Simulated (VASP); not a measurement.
# Ta (P6_3/mmc) in VASP: settings compared

The runs below take Ta through relaxation of cell and atoms, with BLYP+D3(BJ), PBEsol+D3(BJ).

Program: VASP 6.6.1. These are calculated values, not measurements. Logs are shortened: lines on timing, memory, paths and dates and some standing lists are left out, and cuts for length are marked.

## (1) The cell of the first run

The structure is hexagonal, space group P6_3/mmc (No. 194). The conventional cell has a = 2.900 Å, b = 2.900 Å, c = 5.166 Å, α = 90.00°, β = 90.00°, γ = 120.00°. Within 3.8 Å of Ta (site symmetry -6m2) lie 12 Ta at 2.90 to 3.08 Å.

This isn't the form of Ta at room conditions, which is bcc.

## (2) Relaxation of cell and atoms, BLYP+D3(BJ)

INCAR

```
  PREC = Accurate
  ENCUT = 600
  EDIFF = 1E-6
  ISMEAR = 1
  SIGMA = 0.1
  LREAL = False
  LASPH = True
  NELM = 60
  ALGO = Normal
  ISIF = 3
  LWAVE = False
  LCHARG = False
  GGA = B5
  ALDAX = 1.0
  AGGAX = 1.0
  AGGAC = 1.0
  ALDAC = 0.0
  IVDW = 12
  VDW_S6 = 1.0
  VDW_S8 = 2.6996
  VDW_A1 = 0.4298
  VDW_A2 = 4.2359
  IBRION = 2
  NSW = 80
  EDIFFG = -0.01
```

KPOINTS

```
Automatic mesh
0
Gamma
  12 12 6
```

POSCAR

```
Ta
1.0
    2.9003720000      0.0000000000      0.0000000000
   -1.4501860000      2.5117960000      0.0000000000
    0.0000000000      0.0000000000      5.1662740000
Ta
2
Direct
    0.6666666667      0.3333333333      0.7500000000
    0.3333333333      0.6666666667      0.2500000000
```

Potentials or basis: VASP PAW PBE potentials, release 64 (Ta_pv).

On the command line:

```bash
cat potpaw_PBE.64/Ta_pv/POTCAR > POTCAR
mpirun -np 1 vasp_std > vasp.out
```

OUTCAR:

```text
PREC = Accurate
   ENCUT = 600
   EDIFF = 1E-6
   ISMEAR = 1
   LREAL = False
   LASPH = True
   NELM = 60
   ISIF = 3
   GGA = B5
   IVDW = 12
   IBRION = 2
   NSW = 80
   EDIFFG = -0.01
 IVDW          = 12

 ion  position               nearest neighbor table
   1  0.667  0.333  0.750-   2 3.08   2 3.08   2 3.08   2 3.08   2 3.08   2 3.08
   2  0.333  0.667  0.250-   1 3.08   1 3.08   1 3.08   1 3.08   1 3.08   1 3.08

  LATTYP: Found a hexagonal cell.
 ALAT       =     2.9003720000
 C/A-ratio  =     1.7812453023

  Lattice vectors:

 A1 = (   2.9003720000,   0.0000000000,   0.0000000000)
 A2 = (  -1.4501860000,   2.5117960000,   0.0000000000)
 A3 = (   0.0000000000,   0.0000000000,   5.1662740000)

Analysis of symmetry for initial positions (statically):
=====================================================================
 Subroutine PRICEL returns:
 Original cell was already a primitive cell.

 Routine SETGRP: Setting up the symmetry group for a
 hexagonal supercell.

 Subroutine GETGRP returns: Found 24 space group operations
 (whereof 12 operations were pure point group operations)
 out of a pool of 24 trial point group operations.

The static configuration has the point symmetry D_3d.
 The point group associated with its full space group is D_6h.

Analysis of symmetry for dynamics (positions and initial velocities):
=====================================================================
 Subroutine PRICEL returns:
 Original cell was already a primitive cell.

 Routine SETGRP: Setting up the symmetry group for a
 hexagonal supercell.

 Subroutine GETGRP returns: Found 24 space group operations
 (whereof 12 operations were pure point group operations)
 out of a pool of 24 trial point group operations.

The dynamic configuration has the point symmetry D_3d.
 The point group associated with its full space group is D_6h.

 Subroutine INISYM returns: Found 24 space group operations
 (whereof 12 operations are pure point group operations),
 and found     1 'primitive' translations

----------------------------------------------------------------------------------------

                                     Primitive cell

  volume of cell :      37.6370

  direct lattice vectors                    reciprocal lattice vectors
     2.900372000  0.000000000  0.000000000     0.344783359  0.199060752  0.000000000
    -1.450186000  2.511796000  0.000000000     0.000000000  0.398121503  0.000000000
     0.000000000  0.000000000  5.166274000     0.000000000  0.000000000  0.193563098

  length of vectors
     2.900372000  2.900372145  5.166274000     0.398121523  0.398121503  0.193563098

  position of ions in fractional coordinates (direct lattice)
     0.666666667  0.333333333  0.750000000
     0.333333333  0.666666667  0.250000000

  ion indices of the primitive-cell ions
   primitive index   ion index
                 1           1
                 2           2

----------------------------------------------------------------------------------------

 KPOINTS: Automatic mesh

Automatic generation of k-mesh.
 Grid dimensions read from file:
 generate k-points for:   12   12    6

 Generating k-lattice:

  Cartesian coordinates                     Fractional coordinates (reciprocal lattice)
     0.028731947  0.016588396  0.000000000     0.083333333  0.000000000  0.000000000
     0.000000000  0.033176792  0.000000000     0.000000000  0.083333333  0.000000000
     0.000000000  0.000000000  0.032260516     0.000000000  0.000000000  0.166666667

  Length of vectors
     0.033176794  0.033176792  0.032260516

  Shift w.r.t. Gamma in fractional coordinates (k-lattice)
     0.000000000  0.000000000  0.000000000

 Subroutine IBZKPT returns following result:
 ===========================================

 Found     76 irreducible k-points:

 Following reciprocal coordinates:
            Coordinates               Weight
  0.000000  0.000000  0.000000      1.000000
  0.083333  0.000000  0.000000      6.000000
  0.166667  0.000000  0.000000      6.000000
  0.250000  0.000000  0.000000      6.000000
  0.333333 -0.000000  0.000000      6.000000
  0.416667  0.000000  0.000000      6.000000
[... 16 lines left out ...]
  0.250000  0.000000  0.166667     12.000000
  0.333333 -0.000000  0.166667     12.000000
 [... further k-points ...]
   k-points           NKPTS =     76   k-points in BZ     NKDIM =     76   number of bands    NBANDS=     15
   number of dos      NEDOS =    301   number of ions     NIONS =      2
   total plane-waves  NPLWV =  24192
   dimension x,y,z NGX =    24 NGY =   24 NGZ =   42
   dimension x,y,z NGXF=    48 NGYF=   48 NGZF=   84
   ions per type =               2
   NGX,Y,Z   is equivalent  to a cutoff of  13.76, 13.76, 13.52 a.u.
   NGXF,Y,Z  is equivalent  to a cutoff of  27.51, 27.51, 27.03 a.u.
 SYSTEM =  unknown system
   PREC   = accura    normal or accurate (medium, high low for compatibility)
   ISTART =      0    job   : 0-new  1-cont  2-samecut
   ICHARG =      2    charge: 1-file 2-atom 10-const
   ISPIN  =      1    spin polarized calculation?
   LNONCOLLINEAR =      F non collinear calculations
   LSORBIT =      F    spin-orbit coupling
   LASPH  =      T    aspherical Exc in radial PAW
   ENCUT  =  600.0 eV  44.10 Ry    6.64 a.u.   5.79  5.79 10.32*2*pi/ulx,y,z
   NELM   =     60;   NELMIN=  2; NELMDL= -5     # of ELM steps
   EDIFF  = 0.1E-05   stopping-criterion for ELM
   LREAL  =      F    real-space projection
   EDIFFG = -.1E-01   stopping-criterion for IOM
   NSW    =     80    number of steps for IOM
   IBRION =      2    ionic relax: 0-MD 1-quasi-New 2-CG
   NFREE  =      1    steps in history (QN), initial steepest desc. (CG)
   ISIF   =      3    stress and relaxation
   ISYM   =      2    0-nonsym 1-usesym 2-fastsym
   POTIM  = 0.5000    time-step for ionic-motion
   TEBEG  =    0.0;   TEEND  =   0.0 temperature during run
   PSTRESS=    0.0 pullay stress
   NELECT =      22.0000    total number of electrons
   NUPDOWN=      -1.0000    fix difference up-down
   EMIN   =  10.00;   EMAX   =-10.00  energy-range for DOS
   EFERMI =   0.00;   METHOD = LEGACY
   ISMEAR =     1;   SIGMA  =   0.10  broadening in eV -4-tet -1-fermi 0-gaus
   EFERMI_NEDOS =   21; number of points for ismear=-14 and -15
   IALGO  =     38    algorithm
   IMIX   =      4    mixing-type and parameters
     AMIX     =   0.40;   BMIX     =  1.00
     AMIX_MAG =   1.60;   BMIX_MAG =  1.00
  volume/ion in A,a.u.               =      18.82       126.99
  Fermi-wavevector in a.u.,A,eV,Ry     =   1.368812  2.586680 25.492516  1.873647
  Thomas-Fermi vector in A             =   2.494743
   LORBIT       =      0    0 simple, 1 ext, 2 COOP (PROOUT), +10 PAW based schemes
   GGA     = B5    functional components
   LHFCALC =     F    Hartree Fock is set to
   AEXX    =    0.0000 exact exchange contribution
   IVDW    =    12    specifies the selected vdW correction
   LEPSILON=     F    determine dielectric tensor
   LRPA    =     F    only Hartree local field effects (RPA)
 conjugate gradient relaxation of ions
 non-spin polarized calculation
 Methfessel and Paxton  Order N= 1 SIGMA  =   0.10
  energy-cutoff  :      600.00
  volume of cell :       37.64
 maximum number of plane-waves:      1275
 NGX is ok and might be reduce to    24
   NGX = 11   NGY = 11   NGZ = 21

--------------------------------------- Ionic step        1  -------------------------------------------

 number of electron      22.0000002 magnetization

 Free energy of the ion-electron system (eV)
  ---------------------------------------------------
  ext. energy  EPLUGINS =         0.00000000
  ---------------------------------------------------
  free energy    TOTEN  =       -20.07387953 eV

  energy without entropy =      -20.07378564  energy(sigma->0) =      -20.07384823

------------------------ aborting loop because EDIFF is reached ----------------------------------------

 Edisp (eV)   -3.13086

 E8    (eV) :    -2.4925

  FORCE on cell =-STRESS in cart. coord.  units (eV):
  Direction    XX          YY          ZZ          XY          YZ          ZX
  --------------------------------------------------------------------------------------
  -------------------------------------------------------------------------------------
  Total      -2.10419    -2.10419    -1.61377     0.00000     0.00000     0.00000
  in kB     -89.57357   -89.57358   -68.69665     0.00000     0.00000     0.00000
  external pressure =      -82.61 kB  Pullay stress =        0.00 kB
[... 301 lines left out ...]
  energy  without entropy=      -23.2490119081  energy(sigma->0) =      -23.24919853

--------------------------------------- Ionic step        9  -------------------------------------------

 number of electron      21.9999999 magnetization

 Free energy of the ion-electron system (eV)
  ---------------------------------------------------
  ext. energy  EPLUGINS =         0.00000000
  ---------------------------------------------------
  free energy    TOTEN  =       -19.97144637 eV

  energy without entropy =      -19.97121095  energy(sigma->0) =      -19.97136790

 E-fermi :   6.4784     XC(G=0): -11.9787

 val. band max:        6.4742472852   @ k =   0.1667   0.0000   0.0000
 cond. band min:       6.4786731553   @ k =   0.3333  -0.0000   0.0000
 fundamental gap:      0.0044258701
 Fermi energy:         6.4783973575

 k-point     1 :       0.0000    0.0000    0.0000
  band No.  band energies     occupation
      1     -27.9582      2.00000
      2     -27.0167      2.00000
      3     -26.8505      2.00000
      4     -26.8505      2.00000
      5     -26.7586      2.00000
      6     -26.7586      2.00000
      7      -1.6850      2.00000
      8       1.4660      2.00000
      9       5.6973      2.00000
     10       6.7043     -0.00635
     11       7.0256     -0.00000
     12       7.0256     -0.00000
     13       7.5915     -0.00000
     14       7.5915     -0.00000
     15       9.5406      0.00000
[... 397 lines left out ...]
 k-point    24 :       0.3333   -0.0000    0.1667
  band No.  band energies     occupation
      1     -27.8148      2.00000
      2     -27.7043      2.00000
      3     -27.5407      2.00000
      4     -27.1019      2.00000
      5     -27.0848      2.00000
      6     -26.9525      2.00000
      7       1.5439      2.00000
      8       2.9773      2.00000
      9       3.7808      2.00000
     10       5.1002      2.00000
     11       6.5068      0.53943
     12       6.9621     -0.00000
     13       7.9250     -0.00000
     14       9.7273      0.00000
     15      10.8032      0.00000

 [... further k-points ...]

------------------------ aborting loop because EDIFF is reached ----------------------------------------

 Edisp (eV)   -3.27790

 E8    (eV) :    -2.6101

  FORCE on cell =-STRESS in cart. coord.  units (eV):
  Direction    XX          YY          ZZ          XY          YZ          ZX
  --------------------------------------------------------------------------------------
  -------------------------------------------------------------------------------------
  Total       0.00086     0.00086     0.00273     0.00000     0.00000     0.00000
  in kB       0.03819     0.03819     0.12124     0.00000     0.00000     0.00000
  external pressure =        0.07 kB  Pullay stress =        0.00 kB
[... 17 lines left out ...]
  FREE ENERGIE OF THE ION-ELECTRON SYSTEM (eV)
  ---------------------------------------------------
  free  energy   TOTEN  =       -23.2493453305 eV

  energy  without entropy=      -23.2491099041  energy(sigma->0) =      -23.24926686

 reached required accuracy - stopping structural energy minimisation
```

Wall time 4.1 min (1 thread of AMD EPYC 7R13 (Zen 3), shared host); peak memory 0.18 GiB.

What came out:

```
Free energy                           : -23.2493 eV
Relaxed volume                        : 18.01 Å³/atom
Relaxed cell                          : a = 2.851 Å, b = 2.851 Å, c = 5.116 Å, α = 90.00°, β = 90.00°, γ = 120.00°
Space group after relaxing (to 0.1 Å) : P6_3/mmc (No. 194)
Energy gained by relaxing             : 22.3 meV/atom
Ionic steps                           : 9
Pressure after relaxing               : 0.0 GPa
Band gap on the k mesh                : zero (bands 11 and 12 overlap by 2.66 eV)
Dispersion energy per atom            : -1.639 eV
```

The path:
```
step  energy change (eV)  largest force (eV/Å)  pressure (GPa)  volume (Å³)
   1              0.0000                0.0000           -8.26        37.64
   2              0.2030                0.0000           25.09        32.59
   3             -0.0443                0.0000           -0.28        36.06
   4             -0.0444                0.0000            0.02        36.01
   5             -0.0444                0.0000            0.20        35.98
   6             -0.0446                0.0000            0.18        35.99
   7             -0.0446                0.0000            0.17        35.99
   8             -0.0446                0.0000           -0.32        36.07
   9             -0.0446                0.0000            0.01        36.02
```

Final structure:
```
Ta
1.0
     2.85105    0.00000    0.00000
    -1.42552    2.46908    0.00000
     0.00000    0.00000    5.11644
Ta
2
Direct
  0.66667 0.33333 0.75000
  0.33333 0.66667 0.25000
```

Levels at points of the mesh, in eV from the Fermi level:
```
           k point  band 9  band 10  band 11  band 12  band 13  band 14
(0.00, 0.00, 0.00)   -0.78     0.23     0.55     0.55     1.11     1.11
(0.50, 0.00, 0.00)   -3.49    -0.43    -0.18     0.47     0.86     5.65
(0.00, 0.00, 0.50)   -1.27    -1.27     0.60     0.60     0.60     0.60
(0.50, 0.00, 0.50)   -2.49    -2.49     1.85     1.85     2.66     2.66
```

Caveat: the dispersion term is far too large for a dense solid, which distorts pressure and volume; the PAW data sets were made with another functional, which shifts forces and pressure a little; spin-orbit coupling is left out, which moves the levels of the heavy elements.

## (3) Relaxation of cell and atoms, PBEsol+D3(BJ)

INCAR

```
  PREC = Accurate
  ENCUT = 600
  EDIFF = 1E-7
  ISMEAR = 1
  SIGMA = 0.1
  LREAL = False
  LASPH = True
  NELM = 80
  ALGO = Normal
  ISIF = 3
  LWAVE = False
  LCHARG = False
  GGA = PS
  IVDW = 12
  IBRION = 2
  NSW = 80
  EDIFFG = -0.01
```

KPOINTS is that of step 2.

POSCAR is that of step 2.

Potentials or basis: VASP PAW PBE potentials, release 64 (Ta_pv).

On the command line:

```bash
cat potpaw_PBE.64/Ta_pv/POTCAR > POTCAR
mpirun -np 1 vasp_std > vasp.out
```

Run time: 3.7 min. Hardware: 1 thread of AMD EPYC 7R13 (Zen 3), shared host; peak memory 0.18 GiB.

It converged, with:

| Property | Result |
| --- | --- |
| Free energy | -25.9915 eV |
| Relaxed volume | 17.53 Å³/atom |
| Relaxed cell | a = 2.833 Å, b = 2.833 Å, c = 5.043 Å, α = 90.00°, β = 90.00°, γ = 120.00° |
| Space group after relaxing (to 0.1 Å) | P6_3/mmc (No. 194) |
| Energy gained by relaxing | 56.5 meV/atom |
| Ionic steps | 9 |
| Pressure after relaxing | 0.0 GPa |
| Band gap on the k mesh | zero (bands 11 and 12 overlap by 2.57 eV) |
| Dispersion energy per atom | -0.748 eV |

The path:
```tsv
step	energy change (eV)	largest force (eV/Å)	pressure (GPa)	volume (Å³)
1	0.0000	0.0000	-13.32	37.64
2	0.6014	0.0000	48.97	29.74
3	-0.1125	0.0000	-0.95	35.23
4	-0.1129	0.0000	-0.17	35.10
5	-0.1129	0.0000	0.14	35.05
6	-0.1130	0.0000	-0.29	35.11
7	-0.1130	0.0000	-0.13	35.09
8	-0.1130	0.0000	0.11	35.05
9	-0.1130	0.0000	0.01	35.07
```

Final structure:
```cif
data_structure
_symmetry_space_group_name_H-M 'P 1'
_symmetry_Int_Tables_number 1
_cell_length_a 2.8334
_cell_length_b 2.8334
_cell_length_c 5.0435
_cell_angle_alpha 90.000
_cell_angle_beta 90.000
_cell_angle_gamma 120.000
_cell_volume 35.07
loop_
_atom_site_label
_atom_site_type_symbol
_atom_site_fract_x
_atom_site_fract_y
_atom_site_fract_z
_atom_site_occupancy
Ta1 Ta 0.66667 0.33333 0.75000 1
Ta2 Ta 0.33333 0.66667 0.25000 1
```

Levels at points of the mesh, in eV from the Fermi level:
```csv
k point,band 7,band 8,band 9,band 10,band 11,band 12,band 13,band 14,band 15
"(0.00, 0.00, 0.00)",-8.46,-5.15,-0.65,0.12,0.59,0.59,1.21,1.21,3.17
"(0.50, 0.00, 0.00)",-4.26,-4.17,-3.66,-0.40,-0.31,0.57,0.85,6.03,7.01
"(0.00, 0.00, 0.50)",-6.50,-6.50,-1.25,-1.25,0.64,0.64,0.64,0.64,4.77
"(0.50, 0.00, 0.50)",-4.64,-4.64,-2.53,-2.53,1.77,1.77,2.76,2.76,6.04
```

Caveat: the PAW data sets were made with another functional, which shifts forces and pressure a little; spin-orbit coupling is left out, which moves the levels of the heavy elements.
